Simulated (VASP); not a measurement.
# WS2 in VASP: notebook

The runs below take WS2 through single point, with PBE+D3(BJ).

Program: VASP 6.6.1. These are calculated values, not measurements. Logs are shortened: lines on timing, memory, paths and dates and some standing lists are left out, and cuts for length are marked.

## 1. The cell of the first run

The cell holds a slab with vacuum, 6 atoms: a = 3.160 Å, b = 3.160 Å, c = 45.207 Å, α = 90.00°, β = 90.00°, γ = 120.00°.

## 2. Single point, PBE+D3(BJ)

Input file INCAR:

```
SYSTEM = WS2
  ALGO = Normal
  DIPOL = 0.5 0.5 0.500
  EDIFF = 1E-6
  ENCUT = 520
  GGA = PE
  IDIPOL = 3
  ISIF = 2
  ISMEAR = 0
  IVDW = 12
  LASPH = .True.
  LCHARG = .False.
  LDIPOL = .True.
  LREAL = .False.
  LWAVE = .False.
  NBANDS = 35
  NELM = 80
  PREC = Accurate
  SIGMA = 0.02
```

Input file KPOINTS:

```
k-points
0
Gamma
  12 12 1
  0 0 0
```

Input file POSCAR:

```
WS2
1.0
    3.1597400268      0.0000000000      0.0000000000
   -1.5798700134      2.7364151325      0.0000000000
    0.0000000000      0.0000000000     45.2072918720
S W
4 2
Direct
    0.3333333333      0.6666666667      0.3981148289
    0.3333333333      0.6666666667      0.4677597770
    0.6666666667      0.3333333333      0.5322516338
    0.6666666667      0.3333333333      0.6018847833
    0.6666666667      0.3333333333      0.4329629961
    0.0000000000      0.0000000000      0.5670251716
```

Potentials or basis: VASP PAW PBE potentials, release 64 (S, W_sv).

The run is started by

```
cat potpaw_PBE.64/S/POTCAR potpaw_PBE.64/W_sv/POTCAR > POTCAR
mpirun -np 1 vasp_std > vasp.out
```

OUTCAR:

```text
SYSTEM = WS2
   EDIFF = 1E-6
   ENCUT = 520
   GGA = PE
   ISIF = 2
   ISMEAR = 0
   IVDW = 12
   LASPH = .True.
   LREAL = .False.
   NELM = 80
   PREC = Accurate
 IVDW          = 12

 ion  position               nearest neighbor table
   1  0.333  0.667  0.398-   5 2.41   5 2.41   5 2.41
   2  0.333  0.667  0.468-   5 2.41   5 2.41   5 2.41
   3  0.667  0.333  0.532-   6 2.41   6 2.41   6 2.41
   4  0.667  0.333  0.602-   6 2.41   6 2.41   6 2.41
   5  0.667  0.333  0.433-   2 2.41   2 2.41   2 2.41   1 2.41   1 2.41   1 2.41
   6  0.000  0.000  0.567-   3 2.41   3 2.41   3 2.41   4 2.41   4 2.41   4 2.41

  LATTYP: Found a hexagonal cell.
 ALAT       =     3.1597400268
 C/A-ratio  =    14.3072820829

  Lattice vectors:

 A1 = (   3.1597400268,   0.0000000000,   0.0000000000)
 A2 = (  -1.5798700134,   2.7364151325,   0.0000000000)
 A3 = (   0.0000000000,   0.0000000000,  45.2072918720)

Analysis of symmetry for initial positions (statically):
=====================================================================
 Subroutine PRICEL returns:
 Original cell was already a primitive cell.

 Routine SETGRP: Setting up the symmetry group for a
 hexagonal supercell.

 Subroutine GETGRP returns: Found  6 space group operations
 (whereof  6 operations were pure point group operations)
 out of a pool of 24 trial point group operations.

The static configuration has the point symmetry C_3v.

Analysis of symmetry for dynamics (positions and initial velocities):
=====================================================================
 Subroutine PRICEL returns:
 Original cell was already a primitive cell.

 Routine SETGRP: Setting up the symmetry group for a
 hexagonal supercell.

 Subroutine GETGRP returns: Found  6 space group operations
 (whereof  6 operations were pure point group operations)
 out of a pool of 24 trial point group operations.

The dynamic configuration has the point symmetry C_3v.

 Subroutine INISYM returns: Found  6 space group operations
 (whereof  6 operations are pure point group operations),
 and found     1 'primitive' translations

----------------------------------------------------------------------------------------

                                     Primitive cell

  volume of cell :     390.8785

  direct lattice vectors                    reciprocal lattice vectors
     3.159740027  0.000000000  0.000000000     0.316481733  0.182720814  0.000000000
    -1.579870013  2.736415132  0.000000000     0.000000000  0.365441628  0.000000000
     0.000000000  0.000000000 45.207291872     0.000000000  0.000000000  0.022120325

  length of vectors
     3.159740027  3.159740027 45.207291872     0.365441628  0.365441628  0.022120325

  position of ions in fractional coordinates (direct lattice)
     0.333333333  0.666666667  0.398114829
     0.333333333  0.666666667  0.467759777
     0.666666667  0.333333333  0.532251634
     0.666666667  0.333333333  0.601884783
     0.666666667  0.333333333  0.432962996
     0.000000000  0.000000000  0.567025172

  ion indices of the primitive-cell ions
   primitive index   ion index
                 1           1
                 2           2
                 3           3
                 4           4
                 5           5
                 6           6

----------------------------------------------------------------------------------------

 KPOINTS: k-points

Automatic generation of k-mesh.
 Grid dimensions read from file:
 generate k-points for:   12   12    1

 Generating k-lattice:

  Cartesian coordinates                     Fractional coordinates (reciprocal lattice)
     0.026373478  0.015226734  0.000000000     0.083333333  0.000000000  0.000000000
     0.000000000  0.030453469  0.000000000     0.000000000  0.083333333  0.000000000
     0.000000000  0.000000000  0.022120325     0.000000000  0.000000000  1.000000000

  Length of vectors
     0.030453469  0.030453469  0.022120325

  Shift w.r.t. Gamma in fractional coordinates (k-lattice)
     0.000000000  0.000000000  0.000000000

 Subroutine IBZKPT returns following result:
 ===========================================

 Found     19 irreducible k-points:

 Following reciprocal coordinates:
            Coordinates               Weight
  0.000000  0.000000  0.000000      1.000000
  0.083333  0.000000  0.000000      6.000000
  0.166667  0.000000  0.000000      6.000000
  0.250000  0.000000  0.000000      6.000000
  0.333333  0.000000  0.000000      6.000000
  0.416667  0.000000  0.000000      6.000000
[... 11 lines left out ...]
  0.333333  0.250000  0.000000     12.000000
  0.333333  0.333333  0.000000      2.000000
   k-points           NKPTS =     19   k-points in BZ     NKDIM =     19   number of bands    NBANDS=     35
   number of dos      NEDOS =    301   number of ions     NIONS =      6
   total plane-waves  NPLWV = 193536
   dimension x,y,z NGX =    24 NGY =   24 NGZ =  336
   dimension x,y,z NGXF=    48 NGYF=   48 NGZF=  672
   ions per type =               4   2
   NGX,Y,Z   is equivalent  to a cutoff of  12.63, 12.63, 12.36 a.u.
   NGXF,Y,Z  is equivalent  to a cutoff of  25.25, 25.25, 24.71 a.u.
 SYSTEM =  WS2
   PREC   = accura    normal or accurate (medium, high low for compatibility)
   ISTART =      0    job   : 0-new  1-cont  2-samecut
   ICHARG =      2    charge: 1-file 2-atom 10-const
   ISPIN  =      1    spin polarized calculation?
   LNONCOLLINEAR =      F non collinear calculations
   LSORBIT =      F    spin-orbit coupling
   LASPH  =      T    aspherical Exc in radial PAW
   ENCUT  =  520.0 eV  38.22 Ry    6.18 a.u.   5.88  5.88 84.06*2*pi/ulx,y,z
   NELM   =     80;   NELMIN=  2; NELMDL= -5     # of ELM steps
   EDIFF  = 0.1E-05   stopping-criterion for ELM
   LREAL  =      F    real-space projection
   EDIFFG = 0.1E-04   stopping-criterion for IOM
   NSW    =      0    number of steps for IOM
   IBRION =     -1    ionic relax: 0-MD 1-quasi-New 2-CG
   NFREE  =      0    steps in history (QN), initial steepest desc. (CG)
   ISIF   =      2    stress and relaxation
   ISYM   =      2    0-nonsym 1-usesym 2-fastsym
   POTIM  = 0.5000    time-step for ionic-motion
   TEBEG  =    0.0;   TEEND  =   0.0 temperature during run
   PSTRESS=    0.0 pullay stress
   NELECT =      52.0000    total number of electrons
   NUPDOWN=      -1.0000    fix difference up-down
   EMIN   =  10.00;   EMAX   =-10.00  energy-range for DOS
   EFERMI =   0.00;   METHOD = LEGACY
   ISMEAR =     0;   SIGMA  =   0.02  broadening in eV -4-tet -1-fermi 0-gaus
   EFERMI_NEDOS =   21; number of points for ismear=-14 and -15
   IALGO  =     38    algorithm
   IMIX   =      4    mixing-type and parameters
     AMIX     =   0.40;   BMIX     =  1.00
     AMIX_MAG =   1.60;   BMIX_MAG =  1.00
  volume/ion in A,a.u.               =      65.15       439.63
  Fermi-wavevector in a.u.,A,eV,Ry     =   0.835722  1.579286  9.502742  0.698432
  Thomas-Fermi vector in A             =   1.949328
   LORBIT       =      0    0 simple, 1 ext, 2 COOP (PROOUT), +10 PAW based schemes
   GGA     = PE    functional components
   LHFCALC =     F    Hartree Fock is set to
   AEXX    =    0.0000 exact exchange contribution
   IVDW    =    12    specifies the selected vdW correction
   LEPSILON=     F    determine dielectric tensor
   LRPA    =     F    only Hartree local field effects (RPA)
 non-spin polarized calculation
 Gauss-broadening in eV      SIGMA  =   0.02
  energy-cutoff  :      520.00
  volume of cell :      390.88
 maximum number of plane-waves:     10578
 NGX is ok and might be reduce to    24
   NGX = 11   NGY = 11   NGZ =169

 dipolmoment           0.000000      0.000000     -0.000000 electrons x Angstroem

 number of electron      51.9999998 magnetization

 dipolmoment           0.000000      0.000000      0.003736 electrons x Angstroem

 Free energy of the ion-electron system (eV)
  ---------------------------------------------------
  ext. energy  EPLUGINS =         0.00000000
  ---------------------------------------------------
  free energy    TOTEN  =       -47.25646943 eV

  energy without entropy =      -47.25646943  energy(sigma->0) =      -47.25646943

 E-fermi :  -1.7237     XC(G=0):  -3.2283

 val. band max:       -1.8098105974   @ k =   0.0000   0.0000   0.0000
 cond. band min:      -0.4324666935   @ k =   0.1667   0.1667   0.0000
 fundamental gap:      1.3773439038
 Fermi energy:        -1.7237056174

 k-point     1 :       0.0000    0.0000    0.0000
  band No.  band energies     occupation
      1     -76.2931      2.00000
      2     -76.2171      2.00000
      3     -40.5467      2.00000
      4     -40.4707      2.00000
      5     -40.3722      2.00000
      6     -40.3722      2.00000
[... 27 lines left out ...]
     34       0.8674      0.00000
     35       2.8302      0.00000

 k-point     2 :       0.0833    0.0000    0.0000
  band No.  band energies     occupation
      1     -76.2919      2.00000
      2     -76.2159      2.00000
      3     -40.5423      2.00000
      4     -40.4663      2.00000
      5     -40.3967      2.00000
      6     -40.3779      2.00000
[... 27 lines left out ...]
     34       0.9500      0.00000
     35       3.0663      0.00000

 k-point     3 :       0.1667    0.0000    0.0000
  band No.  band energies     occupation
      1     -76.2885      2.00000
      2     -76.2125      2.00000
      3     -40.5302      2.00000
      4     -40.4633      2.00000
      5     -40.4542      2.00000
      6     -40.3934      2.00000
[... 27 lines left out ...]
     34       1.4489      0.00000
     35       3.5105      0.00000

 k-point     4 :       0.2500    0.0000    0.0000
  band No.  band energies     occupation
      1     -76.2839      2.00000
      2     -76.2079      2.00000
      3     -40.5530      2.00000
      4     -40.5137      2.00000
      5     -40.4774      2.00000
      6     -40.4377      2.00000
[... 27 lines left out ...]
     34       1.9781      0.00000
     35       4.1058      0.00000

 k-point     5 :       0.3333    0.0000    0.0000
  band No.  band energies     occupation
      1     -76.2792      2.00000
      2     -76.2033      2.00000
      3     -40.6413      2.00000
      4     -40.5658      2.00000
      5     -40.4971      2.00000
      6     -40.4355      2.00000
[... 448 lines left out ...]
 k-point    17 :       0.2500    0.2500    0.0000
  band No.  band energies     occupation
      1     -76.2746      2.00000
      2     -76.1986      2.00000
      3     -40.6628      2.00000
      4     -40.5873      2.00000
      5     -40.5244      2.00000
      6     -40.4805      2.00000
[... 27 lines left out ...]
     34       2.9694      0.00000
     35       4.5701      0.00000

 k-point    18 :       0.3333    0.2500    0.0000
  band No.  band energies     occupation
      1     -76.2729      2.00000
      2     -76.1969      2.00000
      3     -40.6670      2.00000
      4     -40.5915      2.00000
      5     -40.5603      2.00000
      6     -40.4848      2.00000
[... 27 lines left out ...]
     34       3.1666      0.00000
     35       4.0171      0.00000

 k-point    19 :       0.3333    0.3333    0.0000
  band No.  band energies     occupation
      1     -76.2723      2.00000
      2     -76.1963      2.00000
      3     -40.6384      2.00000
      4     -40.6039      2.00000
      5     -40.5629      2.00000
      6     -40.5283      2.00000
[... 27 lines left out ...]
     34       3.3555      0.00000
     35       4.1088      0.00000

------------------------ aborting loop because EDIFF is reached ----------------------------------------

 vacuum level on the upper side and lower side of the slab       (xc-potential included)        -0.094        -0.171

 Edisp (eV)   -2.21772

 E8    (eV) :    -0.9648

  FORCE on cell =-STRESS in cart. coord.  units (eV):
  Direction    XX          YY          ZZ          XY          YZ          ZX
  --------------------------------------------------------------------------------------
  -------------------------------------------------------------------------------------
  Total      -0.09951    -0.09951    -0.02480     0.00000     0.00000     0.00000
  in kB      -0.40787    -0.40787    -0.10164     0.00000     0.00000     0.00000
  external pressure =       -0.31 kB  Pullay stress =        0.00 kB

 VOLUME and BASIS-vectors are now :
 -----------------------------------------------------------------------------
  energy-cutoff  :      520.00
  volume of cell :      390.88
      direct lattice vectors                 reciprocal lattice vectors
     3.159740027  0.000000000  0.000000000     0.316481733  0.182720814  0.000000000
    -1.579870013  2.736415132  0.000000000     0.000000000  0.365441628  0.000000000
     0.000000000  0.000000000 45.207291872     0.000000000  0.000000000  0.022120325

 POSITION                                       TOTAL-FORCE (eV/Angst)
 -----------------------------------------------------------------------------------
     -0.00000      1.82428     17.99769         0.000000     -0.000000     -0.003961
     -0.00000      1.82428     21.14615         0.000000     -0.000000      0.002860
      1.57987      0.91214     24.06165         0.000000     -0.000000     -0.003178
      1.57987      0.91214     27.20958        -0.000000      0.000000      0.003961
      1.57987      0.91214     19.57308        -0.000000     -0.000000     -0.000247
      0.00000      0.00000     25.63367        -0.000000      0.000000      0.000565
 -----------------------------------------------------------------------------------
    total drift:                               -0.000000      0.000000     -0.000013

  FREE ENERGIE OF THE ION-ELECTRON SYSTEM (eV)
  ---------------------------------------------------
  free  energy   TOTEN  =       -49.4741933523 eV

  energy  without entropy=      -49.4741933523  energy(sigma->0) =      -49.47419335

 vacuum level on the upper side and lower side of the slab         3.332         3.254
```

Run time: 3.7 min. Hardware: 1 thread of Intel Xeon 6975P-C (Granite Rapids), shared host; peak memory 0.56 GiB.

Results:

- Free energy: -49.4742 eV
- Largest force: 0.004 eV/Å
- Band gap on the k mesh: 1.38 eV (least direct gap 1.83 eV)
- Dispersion energy per atom: -0.370 eV

Forces in eV/Å, atoms in the order of the input:
```
S    0.000  0.000 -0.004
S    0.000  0.000  0.003
S    0.000  0.000 -0.003
S    0.000  0.000  0.004
W    0.000  0.000  0.000
W    0.000  0.000  0.001
```

Caveat: spin-orbit coupling is left out, which moves the levels of the heavy elements.

(Continued in part 2 of 2.)
